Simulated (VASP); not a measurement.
# TmB3Au (Cmcm) in VASP: further runs, part 3 of 3

VASP 6.6.1. Earlier steps stand in the parts before.

**5. Relaxation of cell and atoms, PBE**

This run uses another cell than the first one, of 12.81 Å³/atom.

INCAR reads:

```
SYSTEM = TmB3Au
ALGO = Normal ; EDIFF = 1E-7
EDIFFG = -0.08 ; ENCUT = 500
GGA = PE ; GGA_COMPAT = .False.
IBRION = 2 ; ISIF = 3
ISMEAR = 0 ; LASPH = .True.
LCHARG = .False. ; LMAXMIX = 6
LREAL = .False. ; LWAVE = .False.
NELM = 200 ; NELMIN = 4
NSW = 36 ; PREC = Accurate
SIGMA = 0.2
```

KPOINTS reads:

```
k-points
0
Gamma
  4 4 3
  0 0 0
```

POSCAR reads:

```
TmB3Au
1.0
    3.6184889800     -2.5168057600      0.0000000000
    3.6184889800      2.5168057600      0.0000000000
    0.0000000000      0.0000000000      7.0325440500
Tm B Au
2 6 2
Direct
    0.7954284800      0.2045715200      0.2500000000
    0.2045715200      0.7954284800      0.7500000000
    0.2451629500      0.2451629500      0.0000000000
    0.7548370500      0.7548370500      0.5000000000
    0.7548370500      0.7548370500      0.0000000000
    0.2451629500      0.2451629500      0.5000000000
    0.0000000000      0.0000000000      0.0000000000
    0.0000000000      0.0000000000      0.5000000000
    0.5000000000      0.5000000000      0.0000000000
    0.5000000000      0.5000000000      0.5000000000
```

Potentials or basis: VASP PAW PBE potentials, release 64 (Tm_3, B, Au), 4f in core.

Command:

```console
> cat potpaw_PBE.64/Tm_3/POTCAR potpaw_PBE.64/B/POTCAR potpaw_PBE.64/Au/POTCAR > POTCAR
> mpirun -np 1 vasp_std > vasp.out
```

OUTCAR:

```text
SYSTEM = TmB3Au
   EDIFF = 1E-7
   EDIFFG = -0.08
   ENCUT = 500
   GGA = PE
   IBRION = 2
   ISIF = 3
   ISMEAR = 0
   LASPH = .True.
   LREAL = .False.
   NELM = 200
   NELMIN = 4
   NSW = 36
   PREC = Accurate

 ion  position               nearest neighbor table
   1  0.795  0.205  0.250-   7 2.04   8 2.04   9 2.30  10 2.30   3 2.70   4 2.70   5 2.70   6 2.70
                             4 2.95   5 2.95   3 2.95   6 2.95
   2  0.205  0.795  0.750-   7 2.04   8 2.04   9 2.30  10 2.30   3 2.70   4 2.70   5 2.70   6 2.70
                             4 2.95   5 2.95   3 2.95   6 2.95
   3  0.245  0.245  0.000-   7 1.77   9 1.84   1 2.70   2 2.70   1 2.95   2 2.95
   4  0.755  0.755  0.500-   8 1.77  10 1.84   1 2.70   2 2.70   1 2.95   2 2.95
   5  0.755  0.755  0.000-   7 1.77   9 1.84   1 2.70   2 2.70   1 2.95   2 2.95
   6  0.245  0.245  0.500-   8 1.77  10 1.84   1 2.70   2 2.70   1 2.95   2 2.95
   7  0.000  0.000  0.000-   3 1.77   5 1.77   1 2.04   2 2.04   9 2.52   9 2.52
   8  0.000  0.000  0.500-   4 1.77   6 1.77   1 2.04   2 2.04  10 2.52  10 2.52
   9  0.500  0.500  0.000-   3 1.84   5 1.84   1 2.30   2 2.30   7 2.52   7 2.52  10 3.52  10 3.52

  10  0.500  0.500  0.500-   4 1.84   6 1.84   1 2.30   2 2.30   8 2.52   8 2.52   9 3.52   9 3.52

  LATTYP: Found a base centered orthorhombic cell.
 ALAT       =     5.0336115200
 B/A-ratio  =     1.4377307290
 C/A-ratio  =     1.3971169650

  Lattice vectors:

 A1 = (  -3.6184889800,  -2.5168057600,   0.0000000000)
 A2 = (   3.6184889800,  -2.5168057600,   0.0000000000)
 A3 = (   0.0000000000,   0.0000000000,   7.0325440500)

Analysis of symmetry for initial positions (statically):
=====================================================================
 Subroutine PRICEL returns:
 Original cell was already a primitive cell.

 Routine SETGRP: Setting up the symmetry group for a
 base centered orthorhombic supercell.

 Subroutine GETGRP returns: Found  8 space group operations
 (whereof  4 operations were pure point group operations)
 out of a pool of  8 trial point group operations.

The static configuration has the point symmetry C_2h.
 The point group associated with its full space group is D_2h.

Analysis of symmetry for dynamics (positions and initial velocities):
=====================================================================
 Subroutine PRICEL returns:
 Original cell was already a primitive cell.

 Routine SETGRP: Setting up the symmetry group for a
 base centered orthorhombic supercell.

 Subroutine GETGRP returns: Found  8 space group operations
 (whereof  4 operations were pure point group operations)
 out of a pool of  8 trial point group operations.

The dynamic configuration has the point symmetry C_2h.
 The point group associated with its full space group is D_2h.

 Subroutine INISYM returns: Found  8 space group operations
 (whereof  4 operations are pure point group operations),
 and found     1 'primitive' translations

----------------------------------------------------------------------------------------

                                     Primitive cell

  volume of cell :     128.0912

  direct lattice vectors                    reciprocal lattice vectors
     3.618488980 -2.516805760  0.000000000     0.138179224 -0.198664517  0.000000000
     3.618488980  2.516805760  0.000000000     0.138179224  0.198664517  0.000000000
     0.000000000  0.000000000  7.032544050     0.000000000  0.000000000  0.142196052

  length of vectors
     4.407694832  4.407694832  7.032544050     0.241993984  0.241993984  0.142196052

[... 57 lines left out ...]
  0.500000  0.250000  0.000000      4.000000
 -0.250000  0.250000  0.000000      2.000000
  0.500000  0.500000  0.000000      1.000000
  0.000000  0.000000  0.333333      2.000000
  0.250000  0.000000  0.333333      8.000000
  0.500000  0.000000  0.333333      4.000000
  0.250000  0.250000  0.333333      4.000000
  0.500000  0.250000  0.333333      8.000000
 -0.250000  0.250000  0.333333      4.000000
  0.500000  0.500000  0.333333      2.000000
   k-points           NKPTS =     14   k-points in BZ     NKDIM =     14   number of bands    NBANDS=     35
   number of dos      NEDOS =    301   number of ions     NIONS =     10
   total plane-waves  NPLWV =  55296
   dimension x,y,z NGX =    32 NGY =   32 NGZ =   54
   dimension x,y,z NGXF=    64 NGYF=   64 NGZF=  108
   ions per type =               2   6   2
   NGX,Y,Z   is equivalent  to a cutoff of  12.07, 12.07, 12.77 a.u.
   NGXF,Y,Z  is equivalent  to a cutoff of  24.14, 24.14, 25.53 a.u.
 SYSTEM =  TmB3Au
   PREC   = accura    normal or accurate (medium, high low for compatibility)
   ISTART =      0    job   : 0-new  1-cont  2-samecut
   ICHARG =      2    charge: 1-file 2-atom 10-const
   ISPIN  =      1    spin polarized calculation?
   LNONCOLLINEAR =      F non collinear calculations
   LSORBIT =      F    spin-orbit coupling
   LASPH  =      T    aspherical Exc in radial PAW
   ENCUT  =  500.0 eV  36.75 Ry    6.06 a.u.   8.04  8.04 12.82*2*pi/ulx,y,z
   NELM   =    200;   NELMIN=  4; NELMDL= -5     # of ELM steps
   EDIFF  = 0.1E-06   stopping-criterion for ELM
   LREAL  =      F    real-space projection
   EDIFFG = -.8E-01   stopping-criterion for IOM
   NSW    =     36    number of steps for IOM
   IBRION =      2    ionic relax: 0-MD 1-quasi-New 2-CG
   NFREE  =      1    steps in history (QN), initial steepest desc. (CG)
   ISIF   =      3    stress and relaxation
   ISYM   =      2    0-nonsym 1-usesym 2-fastsym
   POTIM  = 0.5000    time-step for ionic-motion
   TEBEG  =    0.0;   TEEND  =   0.0 temperature during run
   PSTRESS=    0.0 pullay stress
   NELECT =      58.0000    total number of electrons
   NUPDOWN=      -1.0000    fix difference up-down
   EMIN   =  10.00;   EMAX   =-10.00  energy-range for DOS
   EFERMI =   0.00;   METHOD = LEGACY
   ISMEAR =     0;   SIGMA  =   0.20  broadening in eV -4-tet -1-fermi 0-gaus
   EFERMI_NEDOS =   21; number of points for ismear=-14 and -15
   IALGO  =     38    algorithm
   IMIX   =      4    mixing-type and parameters
     AMIX     =   0.40;   BMIX     =  1.00
     AMIX_MAG =   1.60;   BMIX_MAG =  1.00
  volume/ion in A,a.u.               =      12.81        86.44
  Fermi-wavevector in a.u.,A,eV,Ry     =   1.257123  2.375618 21.502071  1.580358
  Thomas-Fermi vector in A             =   2.390797
   LORBIT       =      0    0 simple, 1 ext, 2 COOP (PROOUT), +10 PAW based schemes
   GGA     = PE    functional components
   LHFCALC =     F    Hartree Fock is set to
   AEXX    =    0.0000 exact exchange contribution
   IVDW    =     0    specifies the selected vdW correction
   LEPSILON=     F    determine dielectric tensor
   LRPA    =     F    only Hartree local field effects (RPA)
 conjugate gradient relaxation of ions
 non-spin polarized calculation
 Gauss-broadening in eV      SIGMA  =   0.20
  energy-cutoff  :      500.00
  volume of cell :      128.09
 maximum number of plane-waves:      3284
   NGX = 17   NGY = 17   NGZ = 25

--------------------------------------- Ionic step        1  -------------------------------------------

 number of electron      58.0000002 magnetization

 Free energy of the ion-electron system (eV)
  ---------------------------------------------------
  ext. energy  EPLUGINS =         0.00000000
  ---------------------------------------------------
  free energy    TOTEN  =       -36.32888140 eV

  energy without entropy =      -36.22528711  energy(sigma->0) =      -36.27708426

 E-fermi :   6.2801     XC(G=0): -11.3307

 val. band max:        6.2592832817   @ k =   0.2500   0.2500   0.0000
 cond. band min:       6.2875498735   @ k =  -0.2500   0.2500   0.3333
 fundamental gap:      0.0282665918
 Fermi energy:         6.2801070791

 k-point     1 :       0.0000    0.0000    0.0000
  band No.  band energies     occupation
      1     -19.4917      2.00000
      2     -19.1181      2.00000
      3     -18.9037      2.00000
      4     -18.6644      2.00000
      5     -18.3012      2.00000
      6     -18.2867      2.00000
[... 646 lines left out ...]
  FREE ENERGIE OF THE ION-ELECTRON SYSTEM (eV)
  ---------------------------------------------------
  free  energy   TOTEN  =       -49.8601752696 eV

  energy  without entropy=      -49.7591309607  energy(sigma->0) =      -49.80965312

[... ionic steps 4 to 17 ...]

--------------------------------------- Ionic step       18  -------------------------------------------

 number of electron      58.0000028 magnetization

------------------------ aborting loop because EDIFF is reached ----------------------------------------
[... 83 lines left out ...]
--------------------------------------- Ionic step       20  -------------------------------------------

 number of electron      58.0000022 magnetization

 Free energy of the ion-electron system (eV)
  ---------------------------------------------------
  ext. energy  EPLUGINS =         0.00000000
  ---------------------------------------------------
  free energy    TOTEN  =       -51.25465302 eV

  energy without entropy =      -51.16502154  energy(sigma->0) =      -51.20983728

 E-fermi :   3.8547     XC(G=0):  -9.8758

 val. band max:        3.8439681736   @ k =  -0.2500   0.2500   0.0000
 cond. band min:       3.9171577984   @ k =  -0.2500   0.2500   0.3333
 fundamental gap:      0.0731896248
 Fermi energy:         3.8547276935

 k-point     1 :       0.0000    0.0000    0.0000
  band No.  band energies     occupation
      1     -22.2128      2.00000
      2     -22.2119      2.00000
      3     -22.2034      2.00000
      4     -22.1975      2.00000
      5     -22.0047      2.00000
      6     -21.9815      2.00000
[... 558 lines left out ...]
  FREE ENERGIE OF THE ION-ELECTRON SYSTEM (eV)
  ---------------------------------------------------
  free  energy   TOTEN  =       -51.2546530211 eV

  energy  without entropy=      -51.1650215450  energy(sigma->0) =      -51.20983728

 reached required accuracy - stopping structural energy minimisation
```

Wall time 12 min (1 thread of Intel Xeon Platinum 8488C (Sapphire Rapids), shared host); peak memory 0.26 GiB.

Results:

```yaml
Free_energy: -51.2547 eV
Relaxed_volume: 17.41 Å³/atom
Relaxed_cell: a = 4.471 Å, b = 4.471 Å, c = 9.183 Å, α = 90.00°, β = 90.00°, γ = 71.48°
Space_group_after_relaxing_to_0.1_Å: Cmcm (No. 63)
Energy_gained_by_relaxing: 1492.6 meV/atom
Ionic_steps: 20
Pressure_after_relaxing: -0.2 GPa
Largest_force_after_relaxing: 0.028 eV/Å
Band_gap_on_the_k_mesh: zero (bands 29 and 30 overlap by 1.51 eV)
```

Forces in eV/Å, atoms in the order of the input:
```
Tm   0.000 -0.028  0.000
Tm   0.000  0.028  0.000
B    0.013  0.000  0.000
B   -0.013  0.000  0.000
B   -0.013  0.000  0.000
B    0.013  0.000  0.000
B    0.000  0.000  0.000
B    0.000  0.000  0.000
Au   0.000  0.000  0.000
Au   0.000  0.000  0.000
```

Stress tensor (GPa, compression positive):
```
-0.01  0.00  0.00
 0.00 -0.48  0.00
 0.00  0.00  0.03
```

Step by step:
```csv
step,energy change (eV),largest force (eV/Å),pressure (GPa),volume (Å³)
1,0.0000,8.9393,63.18,128.09
2,-9.3015,3.6963,-11.23,243.78
3,-13.5313,0.1210,-5.22,185.87
4,-13.2216,4.3069,9.31,178.17
5,-14.5585,1.7551,-0.33,182.51
6,-14.5594,1.8052,-0.16,182.41
7,-14.7354,0.7032,0.38,181.42
8,-14.7637,0.2121,0.07,181.69
9,-14.7838,0.2016,-0.72,181.83
10,-14.7900,0.1934,-1.38,181.93
11,-14.7988,0.1937,-1.35,181.58
12,-14.8233,0.1983,-1.23,180.51
13,-14.8626,0.2189,-0.99,178.32
14,-14.8989,0.3021,-0.37,173.79
15,-14.9084,0.2725,0.21,173.16
16,-14.9094,0.2596,0.48,172.88
17,-14.9155,0.2075,0.20,173.26
18,-14.9187,0.2461,-0.16,173.79
19,-14.9231,0.1448,-0.16,173.90
20,-14.9258,0.0278,-0.15,174.08
```

Final structure:
```
CELL_PARAMETERS angstrom
3.62911 -2.61171 0.00000
3.62911 2.61171 0.00000
0.00000 0.00000 9.18333
ATOMIC_POSITIONS crystal
Tm 0.84394 0.15606 0.25000
Tm 0.15606 0.84394 0.75000
B 0.21476 0.21476 0.00000
B 0.78524 0.78524 0.50000
B 0.78524 0.78524 0.00000
B 0.21476 0.21476 0.50000
B 0.00000 0.00000 0.00000
B 0.00000 0.00000 0.50000
Au 0.50000 0.50000 0.00000
Au 0.50000 0.50000 0.50000
```

Levels at points of the mesh, in eV from the Fermi level:
| k point | band 26 | band 27 | band 28 | band 29 | band 30 | band 31 |
| --- | --- | --- | --- | --- | --- | --- |
| (0.00, 0.00, 0.00) | -1.72 | -1.50 | -1.48 | 0.09 | 0.19 | 0.58 |
| (0.50, 0.00, 0.00) | -1.76 | -1.54 | -1.00 | 0.69 | 1.16 | 1.52 |
| (0.50, 0.50, 0.00) | -1.85 | -1.73 | -1.52 | -0.36 | -0.35 | -0.28 |

Caveat: the k points lie up to 0.37 Å⁻¹ apart in the final cell, too coarse for converged energies and pressures of a metal; the volume moved by over 15 % at a fixed basis, so the end points are rough; spin-orbit coupling is left out, which moves the levels of the heavy elements; the 4f electrons are frozen in the core, so they carry no moment and show no levels.

**6. Single point, PBE**

This run uses another cell than the first one, of the same volume but with other edges.

INCAR reads:

```
SYSTEM = TmB3Au
  ALGO = Normal
  EDIFF = 1E-6
  ENCUT = 500
  GGA = PE
  GGA_COMPAT = .False.
  ISIF = 2
  ISMEAR = 0
  LASPH = .True.
  LCHARG = .False.
  LMAXMIX = 6
  LREAL = .False.
  LWAVE = .False.
  NBANDS = 40
  NELM = 200
  PREC = Accurate
  SIGMA = 0.2
```

KPOINTS reads:

```
k-points
0
Gamma
  8 4 8
  0 0 0
```

POSCAR reads:

```
TmB3Au
1.0
    3.1816537229      0.0000000000      0.0000000000
    0.0000000000      0.0000000000     -5.1831597642
   -1.5908268614      7.7378705698      0.0000000000
Tm B Au
2 6 2
Direct
    0.8737556673      0.7500000000      0.7475113346
    0.1262443327      0.2500000000      0.2524886654
    0.8478589054      0.2500000000      0.6957178107
    0.2478405844      0.5837111836      0.4956811688
    0.2478405844      0.9162888164      0.4956811688
    0.7521594156      0.0837111836      0.5043188312
    0.7521594156      0.4162888164      0.5043188312
    0.1521410946      0.7500000000      0.3042821893
    0.4476851125      0.2500000000      0.8953702250
    0.5523148875      0.7500000000      0.1046297750
```

Potentials or basis: VASP PAW PBE potentials, release 64 (Tm_3, B, Au), 4f in core.

Command:

```console
> cat potpaw_PBE.64/Tm_3/POTCAR potpaw_PBE.64/B/POTCAR potpaw_PBE.64/Au/POTCAR > POTCAR
> mpirun -np 1 vasp_std > vasp.out
```

Wall time 3.9 min (1 thread of Intel Xeon Platinum 8488C (Sapphire Rapids), shared host); peak memory 0.41 GiB.

The run converged. Its results:

* Free energy: -57.8663 eV
* Pressure: 0.6 GPa
* Largest force: 0.053 eV/Å
* Band gap on the k mesh: zero (bands 29 and 30 overlap by 2.17 eV)

Forces in eV/Å, atoms in the order of the input:
```
Tm   0.000  0.050  0.000
Tm   0.000 -0.050  0.000
B    0.000 -0.018  0.000
B    0.000 -0.006 -0.019
B    0.000 -0.006  0.019
B    0.000  0.006 -0.019
B    0.000  0.006  0.019
B    0.000  0.018  0.000
Au   0.000  0.053  0.000
Au   0.000 -0.053  0.000
```

Stress tensor (GPa, compression positive):
```
0.39 0.00 0.00
0.00 0.66 0.00
0.00 0.00 0.75
```

Levels at points of the mesh, in eV from the Fermi level:
| k point | band 27 | band 28 | band 29 | band 30 | band 31 | band 32 |
| --- | --- | --- | --- | --- | --- | --- |
| (0.00, 0.00, 0.00) | -0.80 | -0.39 | 0.25 | 0.42 | 2.45 | 2.64 |
| (0.50, 0.00, 0.00) | -1.55 | -1.15 | -1.10 | -0.63 | 1.46 | 1.58 |
| (0.00, 0.50, 0.00) | -0.69 | -0.69 | -0.12 | -0.12 | 0.58 | 0.58 |
| (0.50, 0.50, 0.00) | -1.69 | -1.69 | -1.12 | -1.12 | 0.38 | 0.38 |
| (0.00, 0.00, 0.50) | -0.58 | -0.46 | 0.42 | 0.44 | 1.69 | 1.87 |
| (0.00, 0.50, 0.50) | -1.59 | -1.59 | -0.53 | -0.53 | 1.26 | 1.26 |

Caveat: spin-orbit coupling is left out, which moves the levels of the heavy elements; the 4f electrons are frozen in the core, so they carry no moment and show no levels.

**7. Overview**

| task | cell | k mesh | smearing | gap on the mesh (eV) | pressure (GPa) | largest force (eV/Å) |
| --- | --- | --- | --- | --- | --- | --- |
| single point | a = 7.900, b = 7.900, c = 5.183 Å, angles 90.0, 90.0, 156.8°, 10 atoms, atomic positions A | 10 × 10 × 6 | gaussian 0.1 eV | none | 0.5 | 0.04 |
| single point | a = 7.971, b = 7.971, c = 5.198 Å, angles 90.0, 90.0, 157.3°, 10 atoms, atomic positions B | 6 × 6 × 4 | gaussian 0.1 eV | none | 0.6 | 0.06 |
| single point | a = 7.862, b = 7.862, c = 5.205 Å, angles 90.0, 90.0, 156.5°, 10 atoms, atomic positions C | 6 × 6 × 4 | gaussian 0.1 eV | none | -0.1 | 0.43 |
| relaxation of cell and atoms | relaxed from a = 4.408, b = 4.408, c = 7.033 Å, angles 90.0, 90.0, 69.6°, 10 atoms, atomic positions D | 4 × 4 × 3 | gaussian 0.2 eV | none | -0.2 | 0.03 |
| single point | a = 3.182, b = 5.183, c = 7.900 Å, angles 90.0, 101.6, 90.0°, 10 atoms, atomic positions A | 8 × 4 × 8 | gaussian 0.2 eV | none | 0.6 | 0.05 |

Alike in all rows: level PBE; potentials or basis VASP PAW PBE potentials, release 64 (Tm_3, B, Au), 4f in core; no spin polarisation; cutoff (eV) 500.

Caveats: some runs use coarse meshes; spin-orbit coupling is left out, which moves the levels of the heavy elements; the 4f electrons are frozen in the core, so they carry no moment and show no levels; the volume moved by over 15 % at a fixed basis, so the end points are rough (at least some runs).

Total energies depend on the potentials used, so only differences within one code and one set of settings carry meaning.

The gap in the log of VASP goes by the Fermi energy; the results here count the filled bands.